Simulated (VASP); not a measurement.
# Mo: single point with r2SCAN

Crystal: Mo.

```xyz
1
Lattice="-1.5838 1.5838 1.5838 1.5838 -1.5838 1.5838 1.5838 1.5838 -1.5838" Properties=species:S:1:pos:R:3 pbc="T T T"
Mo    0.0000    0.0000    0.0000
```

- Program: VASP 6.6.1
- Task: single point
- Functional: r2SCAN
- Potentials or basis: VASP PAW PBE potentials, release 64 (Mo_sv)
- Cutoff: 520 eV
- k mesh: 8 × 8 × 8
- Occupations: gaussian, width 0.1 eV
- Spin: no spin polarisation

```json
{"Pressure": "-2.1 GPa", "Band gap on the k mesh": "zero (band 7 reaches 16.31 eV, above the bottom of band 8 at 10.88 eV)"}
```

Levels at points of the mesh, in eV from the Fermi level:
```
           k point  band 4  band 5  band 6  band 7  band 8  band 9  band 10  band 11
(0.00, 0.00, 0.00)  -35.65   -7.50   -1.29   -1.29   -1.29    1.99     1.99    15.58
(0.50, 0.00, 0.00)  -35.66   -5.39   -3.40    1.62    1.95    2.64     4.90    12.08
(0.50, 0.50, 0.50)  -36.63   -5.41   -5.41    4.14    4.14    4.14     9.45     9.45
```

Wall time 19 s on 1 thread of Intel(R) Xeon(R) Platinum 8259CL CPU @ 2.50GHz (Skylake/Cascade Lake) (shared host), peak memory 0.13 GiB.

Caveat: the PAW data sets were made with another functional, which shifts forces and pressure a little.
